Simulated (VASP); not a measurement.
# SnTe (Fm-3m) in VASP: notebook

SnTe is run at these levels: LDA; tasks: electric field gradients.

Everything below comes from runs of VASP 6.6.1. Logs are shortened: lines on timing, memory, paths and dates and some standing lists are left out, and cuts for length are marked.

**1. The cell of the first run**

Symmetry: Fm-3m, No. 225, cubic system. Conventional cell: a = 6.334 Å, b = 6.334 Å, c = 6.334 Å, α = 90.00°, β = 90.00°, γ = 90.00°. Sn (site symmetry m-3m) has 6 Te at 3.17 Å within 4.2 Å. Te (site symmetry m-3m) has 6 Sn at 3.17 Å within 4.2 Å.

**2. Electric field gradients, LDA (volume scaled by 1.01)**

The input, INCAR:

```
SYSTEM = SnTe
ALGO = Normal
EDIFF = 1E-8
ENCUT = 520
GGA = CA
ISIF = 2
ISMEAR = -1
LASPH = .TRUE.
LCHARG = .FALSE.
LEFG = .TRUE.
LREAL = .FALSE.
LWAVE = .FALSE.
NBANDS = 17
NELM = 60
PREC = Accurate
SIGMA = 0.08
```

The input, KPOINTS:

```
k-points
0
G
  11 11 11
  0 0 0
```

The input, POSCAR:

```
SnTe
1.0
    0.0000000000      3.1669867880      3.1669867880
    3.1669867880      0.0000000000      3.1669867880
    3.1669867880      3.1669867880      0.0000000000
Sn Te
1 1
Direct
    0.0000000000      0.0000000000      0.0000000000
    0.5000000000      0.5000000000      0.5000000000
```

Potentials or basis: VASP PAW LDA potentials, release 64 (Sn_d, Te).

Run with:

```sh
$ cat potpaw_LDA.64/Sn_d/POTCAR potpaw_LDA.64/Te/POTCAR > POTCAR
$ mpirun -np 1 vasp_std > vasp.out
```

OUTCAR:

```text
SYSTEM = SnTe
   EDIFF = 1E-8
   ENCUT = 520
   GGA = CA
   ISIF = 2
   ISMEAR = -1
   LASPH = .TRUE.
   LREAL = .FALSE.
   NELM = 60
   PREC = Accurate

 ion  position               nearest neighbor table
   1  0.000  0.000  0.000-   2 3.17   2 3.17   2 3.17   2 3.17   2 3.17   2 3.17
   2  0.500  0.500  0.500-   1 3.17   1 3.17   1 3.17   1 3.17   1 3.17   1 3.17

  LATTYP: Found a face centered cubic cell.
 ALAT       =     6.3339735760

  Lattice vectors:

 A1 = (   0.0000000000,   3.1669867880,   3.1669867880)
 A2 = (   3.1669867880,   0.0000000000,   3.1669867880)
 A3 = (   3.1669867880,   3.1669867880,   0.0000000000)

Analysis of symmetry for initial positions (statically):
=====================================================================
 Subroutine PRICEL returns:
 Original cell was already a primitive cell.

 Routine SETGRP: Setting up the symmetry group for a
 face centered cubic supercell.

 Subroutine GETGRP returns: Found 48 space group operations
 (whereof 48 operations were pure point group operations)
 out of a pool of 48 trial point group operations.

The static configuration has the point symmetry O_h .

Analysis of symmetry for dynamics (positions and initial velocities):
=====================================================================
 Subroutine PRICEL returns:
 Original cell was already a primitive cell.

 Routine SETGRP: Setting up the symmetry group for a
 face centered cubic supercell.

 Subroutine GETGRP returns: Found 48 space group operations
 (whereof 48 operations were pure point group operations)
 out of a pool of 48 trial point group operations.

The dynamic configuration has the point symmetry O_h .

 Subroutine INISYM returns: Found 48 space group operations
 (whereof 48 operations are pure point group operations),
 and found     1 'primitive' translations

----------------------------------------------------------------------------------------

                                     Primitive cell

  volume of cell :      63.5285

  direct lattice vectors                    reciprocal lattice vectors
     0.000000000  3.166986788  3.166986788    -0.157878777  0.157878777  0.157878777
     3.166986788  0.000000000  3.166986788     0.157878777 -0.157878777  0.157878777
     3.166986788  3.166986788  0.000000000     0.157878777  0.157878777 -0.157878777

  length of vectors
     4.478795667  4.478795667  4.478795667     0.273454063  0.273454063  0.273454063

  position of ions in fractional coordinates (direct lattice)
     0.000000000  0.000000000  0.000000000
     0.500000000  0.500000000  0.500000000

  ion indices of the primitive-cell ions
   primitive index   ion index
                 1           1
                 2           2

----------------------------------------------------------------------------------------

 KPOINTS: k-points

Automatic generation of k-mesh.
 Grid dimensions read from file:
 generate k-points for:   11   11   11

 Generating k-lattice:

  Cartesian coordinates                     Fractional coordinates (reciprocal lattice)
    -0.014352616  0.014352616  0.014352616     0.090909091  0.000000000  0.000000000
     0.014352616 -0.014352616  0.014352616     0.000000000  0.090909091  0.000000000
     0.014352616  0.014352616 -0.014352616     0.000000000  0.000000000  0.090909091

  Length of vectors
     0.024859460  0.024859460  0.024859460

  Shift w.r.t. Gamma in fractional coordinates (k-lattice)
     0.000000000  0.000000000  0.000000000

 Subroutine IBZKPT returns following result:
 ===========================================

 Found     56 irreducible k-points:

 Following reciprocal coordinates:
            Coordinates               Weight
  0.000000  0.000000  0.000000      1.000000
  0.090909  0.000000  0.000000      8.000000
  0.181818  0.000000  0.000000      8.000000
  0.272727  0.000000  0.000000      8.000000
  0.363636  0.000000  0.000000      8.000000
  0.454545  0.000000  0.000000      8.000000
[... 16 lines left out ...]
 -0.272727  0.181818  0.000000     24.000000
 -0.181818  0.181818  0.000000     12.000000
 [... further k-points ...]
   k-points           NKPTS =     56   k-points in BZ     NKDIM =     56   number of bands    NBANDS=     17
   number of dos      NEDOS =    301   number of ions     NIONS =      2
   total plane-waves  NPLWV =  46656
   dimension x,y,z NGX =    36 NGY =   36 NGZ =   36
   dimension x,y,z NGXF=    72 NGYF=   72 NGZF=   72
   ions per type =               1   1
   NGX,Y,Z   is equivalent  to a cutoff of  13.36, 13.36, 13.36 a.u.
   NGXF,Y,Z  is equivalent  to a cutoff of  26.73, 26.73, 26.73 a.u.
 SYSTEM =  SnTe
   PREC   = accura    normal or accurate (medium, high low for compatibility)
   ISTART =      0    job   : 0-new  1-cont  2-samecut
   ICHARG =      2    charge: 1-file 2-atom 10-const
   ISPIN  =      1    spin polarized calculation?
   LNONCOLLINEAR =      F non collinear calculations
   LSORBIT =      F    spin-orbit coupling
   LASPH  =      T    aspherical Exc in radial PAW
   ENCUT  =  520.0 eV  38.22 Ry    6.18 a.u.   8.33  8.33  8.33*2*pi/ulx,y,z
   NELM   =     60;   NELMIN=  2; NELMDL= -5     # of ELM steps
   EDIFF  = 0.1E-07   stopping-criterion for ELM
   LREAL  =      F    real-space projection
   EDIFFG = 0.1E-06   stopping-criterion for IOM
   NSW    =      0    number of steps for IOM
   IBRION =     -1    ionic relax: 0-MD 1-quasi-New 2-CG
   NFREE  =      0    steps in history (QN), initial steepest desc. (CG)
   ISIF   =      2    stress and relaxation
   ISYM   =      2    0-nonsym 1-usesym 2-fastsym
   POTIM  = 0.5000    time-step for ionic-motion
   TEBEG  =    0.0;   TEEND  =   0.0 temperature during run
   PSTRESS=    0.0 pullay stress
   NELECT =      20.0000    total number of electrons
   NUPDOWN=      -1.0000    fix difference up-down
   EMIN   =  10.00;   EMAX   =-10.00  energy-range for DOS
   EFERMI =   0.00;   METHOD = LEGACY
   ISMEAR =    -1;   SIGMA  =   0.08  broadening in eV -4-tet -1-fermi 0-gaus
   EFERMI_NEDOS =   21; number of points for ismear=-14 and -15
   IALGO  =     38    algorithm
   IMIX   =      4    mixing-type and parameters
     AMIX     =   0.40;   BMIX     =  1.00
     AMIX_MAG =   1.60;   BMIX_MAG =  1.00
  volume/ion in A,a.u.               =      31.76       214.36
  Fermi-wavevector in a.u.,A,eV,Ry     =   1.113684  2.104557 16.875193  1.240292
  Thomas-Fermi vector in A             =   2.250271
   LORBIT       =      0    0 simple, 1 ext, 2 COOP (PROOUT), +10 PAW based schemes
   GGA     = CA    functional components
   LHFCALC =     F    Hartree Fock is set to
   AEXX    =    0.0000 exact exchange contribution
   IVDW    =     0    specifies the selected vdW correction
   LEPSILON=     F    determine dielectric tensor
   LRPA    =     F    only Hartree local field effects (RPA)
 non-spin polarized calculation
  energy-cutoff  :      520.00
  volume of cell :       63.53
 maximum number of plane-waves:      1735
 NGX is ok and might be reduce to    36
   NGX = 17   NGY = 17   NGZ = 17

 number of electron      20.0000000 magnetization

 Free energy of the ion-electron system (eV)
  ---------------------------------------------------
  ext. energy  EPLUGINS =         0.00000000
  ---------------------------------------------------
  free energy    TOTEN  =        -8.81461104 eV

  energy without entropy =       -8.81299112  energy(sigma->0) =       -8.81380108

 E-fermi :   6.5172     XC(G=0):  -9.6724

 val. band max:        6.3414148053   @ k =   0.4545   0.0000   0.0000
 cond. band min:       6.7604391030   @ k =   0.4545   0.0000   0.0000
 fundamental gap:      0.4190242977
 Fermi energy:         6.5172307106

 k-point     1 :       0.0000    0.0000    0.0000
  band No.  band energies     occupation
      1     -15.2394      2.00000
      2     -15.2394      2.00000
      3     -15.2312      2.00000
      4     -15.2312      2.00000
      5     -15.2312      2.00000
      6      -6.1612      2.00000
[... 9 lines left out ...]
     16      11.3469      0.00000
     17      13.3424      0.00000
[... 441 lines left out ...]
 k-point    24 :      -0.1818    0.1818    0.0000
  band No.  band energies     occupation
      1     -15.2428      2.00000
      2     -15.2416      2.00000
      3     -15.2300      2.00000
      4     -15.2281      2.00000
      5     -15.2267      2.00000
      6      -5.4892      2.00000
[... 9 lines left out ...]
     16      14.3770      0.00000
     17      14.5299      0.00000

 [... further k-points ...]

------------------------ aborting loop because EDIFF is reached ----------------------------------------

  FORCE on cell =-STRESS in cart. coord.  units (eV):
  Direction    XX          YY          ZZ          XY          YZ          ZX
  --------------------------------------------------------------------------------------
  -------------------------------------------------------------------------------------
  Total       -0.8273736     -0.8273736     -0.8273736      0.0000000     -0.0000000      0.0000000
  in kB      -20.8662057    -20.8662057    -20.8662057      0.0000000     -0.0000000      0.0000000
  external PRESSURE =     -20.8662057 kB  Pullay stress =       0.0000000 kB

 VOLUME and BASIS-vectors are now :
 -----------------------------------------------------------------------------
  energy-cutoff  :      520.00
  volume of cell :       63.53
      direct lattice vectors                 reciprocal lattice vectors
     0.000000000  3.166986788  3.166986788    -0.157878777  0.157878777  0.157878777
     3.166986788  0.000000000  3.166986788     0.157878777 -0.157878777  0.157878777
     3.166986788  3.166986788  0.000000000     0.157878777  0.157878777 -0.157878777

 POSITION                                       TOTAL-FORCE (eV/Angst)
 -----------------------------------------------------------------------------------
      0.00000      0.00000      0.00000         0.000000      0.000000      0.000000
      3.16699      3.16699      3.16699        -0.000000     -0.000000     -0.000000
 -----------------------------------------------------------------------------------
    total drift:                               -0.000000      0.000000      0.000000

  FREE ENERGIE OF THE ION-ELECTRON SYSTEM (eV)
  ---------------------------------------------------
  free  energy   TOTEN  =        -8.8146110387 eV

  energy  without entropy=       -8.8129911227  energy(sigma->0) =       -8.81380108

 Electric field gradients (V/A^2)
---------------------------------------------------------------------
 ion       V_xx      V_yy      V_zz      V_xy      V_xz      V_yz
---------------------------------------------------------------------
   1       0.000     0.000     0.000    -0.002    -0.002    -0.002
   2      -0.000     0.000    -0.000     0.000     0.000     0.000
---------------------------------------------------------------------

 Electric field gradients after diagonalization (V/A^2)
 (convention: |V_zz| > |V_xx| > |V_yy|)
----------------------------------------------------------------------
 ion       V_xx      V_yy      V_zz     asymmetry (V_yy - V_xx)/ V_zz
----------------------------------------------------------------------
   1       0.002     0.002    -0.004       0.000
   2      -0.000    -0.000     0.000       0.000
----------------------------------------------------------------------

           NMR quadrupolar parameters

 Cq : quadrupolar parameter    Cq=e*Q*V_zz/h
 eta: asymmetry parameters     (V_yy - V_xx)/ V_zz
 Q  : nuclear electric quadrupole moment in mb (millibarn)
----------------------------------------------------------------------
 ion       Cq(MHz)       eta       Q (mb)
----------------------------------------------------------------------
   1      -0.000       0.000       1.000
   2       0.000       0.000       1.000
----------------------------------------------------------------------
```

Run time: 49 s. Hardware: 1 thread of Intel Xeon Platinum 8259CL at 2.50GHz (Skylake/Cascade Lake), shared host; peak memory 0.21 GiB.

What came out:

```yaml
Free_energy: -8.8146 eV
Pressure: -2.1 GPa
```

Levels at points of the mesh, in eV from the Fermi level:
```csv
k point,band 6,band 7,band 8,band 9,band 10,band 11,band 12,band 13,band 14,band 15
"(0.00, 0.00, 0.00)",-12.68,-4.83,-2.05,-2.05,-2.05,3.28,3.28,3.28,4.83,4.83
```

Caveat: this odd mesh misses L, where the gap lies, so gap, dielectric constants and Born charges aren't listed; without QUAD_EFG the Cq values of the log hold for a quadrupole moment of 1 mb, not for the nuclei; spin-orbit coupling is left out, which moves the levels of the heavy elements.

**3. Electric field gradients, LDA (volume scaled by 1.04)**

The input, INCAR:

```
SYSTEM = SnTe
  ALGO = Normal
  EDIFF = 1E-8
  ENCUT = 520
  GGA = CA
  ISIF = 2
  ISMEAR = -1
  LASPH = .True.
  LCHARG = .False.
  LEFG = .True.
  LREAL = .False.
  LWAVE = .False.
  NBANDS = 17
  NELM = 80
  PREC = Accurate
  SIGMA = 0.08
```

The input, KPOINTS:

```
k-points
0
Gamma
  11 11 11
  0 0 0
```

The input, POSCAR:

```
SnTe
1.0
    0.0000000000      3.1980376582      3.1980376582
    3.1980376582      0.0000000000      3.1980376582
    3.1980376582      3.1980376582      0.0000000000
Sn Te
1 1
Direct
    0.0000000000      0.0000000000      0.0000000000
    0.5000000000      0.5000000000      0.5000000000
```

Potentials or basis: VASP PAW LDA potentials, release 64 (Sn_d, Te).

Run with:

```sh
$ cat potpaw_LDA.64/Sn_d/POTCAR potpaw_LDA.64/Te/POTCAR > POTCAR
$ mpirun -np 1 vasp_std > vasp.out
```

OUTCAR:

```text
SYSTEM = SnTe
   EDIFF = 1E-8
   ENCUT = 520
   GGA = CA
   ISIF = 2
   ISMEAR = -1
   LASPH = .True.
   LREAL = .False.
   NELM = 80
   PREC = Accurate

 ion  position               nearest neighbor table
   1  0.000  0.000  0.000-   2 3.20   2 3.20   2 3.20   2 3.20   2 3.20   2 3.20
   2  0.500  0.500  0.500-   1 3.20   1 3.20   1 3.20   1 3.20   1 3.20   1 3.20

  LATTYP: Found a face centered cubic cell.
 ALAT       =     6.3960753164

  Lattice vectors:

 A1 = (   0.0000000000,   3.1980376582,   3.1980376582)
 A2 = (   3.1980376582,   0.0000000000,   3.1980376582)
 A3 = (   3.1980376582,   3.1980376582,   0.0000000000)

Analysis of symmetry for initial positions (statically):
=====================================================================
 Subroutine PRICEL returns:
 Original cell was already a primitive cell.

 Routine SETGRP: Setting up the symmetry group for a
 face centered cubic supercell.

 Subroutine GETGRP returns: Found 48 space group operations
 (whereof 48 operations were pure point group operations)
 out of a pool of 48 trial point group operations.

The static configuration has the point symmetry O_h .

Analysis of symmetry for dynamics (positions and initial velocities):
=====================================================================
 Subroutine PRICEL returns:
 Original cell was already a primitive cell.

 Routine SETGRP: Setting up the symmetry group for a
 face centered cubic supercell.

 Subroutine GETGRP returns: Found 48 space group operations
 (whereof 48 operations were pure point group operations)
 out of a pool of 48 trial point group operations.

[... 159 lines left out ...]
      3     -15.5822      2.00000
      4     -15.5822      2.00000
      5     -15.5822      2.00000
      6      -6.3120      2.00000
[... 457 lines left out ...]
      4     -15.5794      2.00000
      5     -15.5782      2.00000
      6      -5.6740      2.00000
[... 9 lines left out ...]
     16      13.9647      0.00000
     17      14.1173      0.00000

 [... further k-points ...]

------------------------ aborting loop because EDIFF is reached ----------------------------------------

  FORCE on cell =-STRESS in cart. coord.  units (eV):
  Direction    XX          YY          ZZ          XY          YZ          ZX
  --------------------------------------------------------------------------------------
  -------------------------------------------------------------------------------------
  Total       -1.3187501     -1.3187501     -1.3187501      0.0000000      0.0000000     -0.0000000
  in kB      -32.2992445    -32.2992445    -32.2992445      0.0000000      0.0000000     -0.0000000
  external PRESSURE =     -32.2992445 kB  Pullay stress =       0.0000000 kB

 VOLUME and BASIS-vectors are now :
 -----------------------------------------------------------------------------
  energy-cutoff  :      520.00
  volume of cell :       65.42
      direct lattice vectors                 reciprocal lattice vectors
     0.000000000  3.198037658  3.198037658    -0.156345876  0.156345876  0.156345876
     3.198037658  0.000000000  3.198037658     0.156345876 -0.156345876  0.156345876
     3.198037658  3.198037658  0.000000000     0.156345876  0.156345876 -0.156345876

 POSITION                                       TOTAL-FORCE (eV/Angst)
 -----------------------------------------------------------------------------------
      0.00000      0.00000      0.00000         0.000000      0.000000      0.000000
      3.19804      3.19804      3.19804         0.000000      0.000000     -0.000000
 -----------------------------------------------------------------------------------
    total drift:                               -0.000000      0.000000      0.000000

  FREE ENERGIE OF THE ION-ELECTRON SYSTEM (eV)
  ---------------------------------------------------
  free  energy   TOTEN  =        -8.7835847960 eV

  energy  without entropy=       -8.7821966677  energy(sigma->0) =       -8.78289073

 Electric field gradients (V/A^2)
---------------------------------------------------------------------
 ion       V_xx      V_yy      V_zz      V_xy      V_xz      V_yz
---------------------------------------------------------------------
   1      -0.000    -0.000     0.000    -0.001    -0.001    -0.001
   2      -0.000     0.000    -0.000    -0.000    -0.000    -0.000
---------------------------------------------------------------------

 Electric field gradients after diagonalization (V/A^2)
 (convention: |V_zz| > |V_xx| > |V_yy|)
----------------------------------------------------------------------
 ion       V_xx      V_yy      V_zz     asymmetry (V_yy - V_xx)/ V_zz
----------------------------------------------------------------------
   1       0.001     0.001    -0.003       0.000
   2       0.000     0.000    -0.000       0.000
----------------------------------------------------------------------

           NMR quadrupolar parameters

 Cq : quadrupolar parameter    Cq=e*Q*V_zz/h
 eta: asymmetry parameters     (V_yy - V_xx)/ V_zz
 Q  : nuclear electric quadrupole moment in mb (millibarn)
----------------------------------------------------------------------
 ion       Cq(MHz)       eta       Q (mb)
----------------------------------------------------------------------
   1      -0.000       0.000       1.000
   2      -0.000       0.000       1.000
----------------------------------------------------------------------
```

stdout:

```text
POSCAR found type information on POSCAR SnTe
 POSCAR found :  2 types and       2 ions
 scaLAPACK will be used
 LDA part: xc-table for (Slater(with rela. corr.)+CA(PZ))
 , standard interpolation
 POSCAR, INCAR and KPOINTS ok, starting setup
 FFT: planning ... GRIDC
 FFT: planning ... GRID_SOFT
 FFT: planning ... GRID
 WAVECAR not read
 entering main loop
ion   1

ion   2
```

It took 43 s on 1 thread of Intel Xeon Platinum 8259CL at 2.50GHz (Skylake/Cascade Lake), shared host; peak memory 0.21 GiB.

Results:

- Free energy: -8.7836 eV
- Pressure: -3.2 GPa

Caveat: this odd mesh misses L, where the gap lies, so gap, dielectric constants and Born charges aren't listed; without QUAD_EFG the Cq values of the log hold for a quadrupole moment of 1 mb, not for the nuclei; spin-orbit coupling is left out, which moves the levels of the heavy elements.

[end of part 1 of 2]
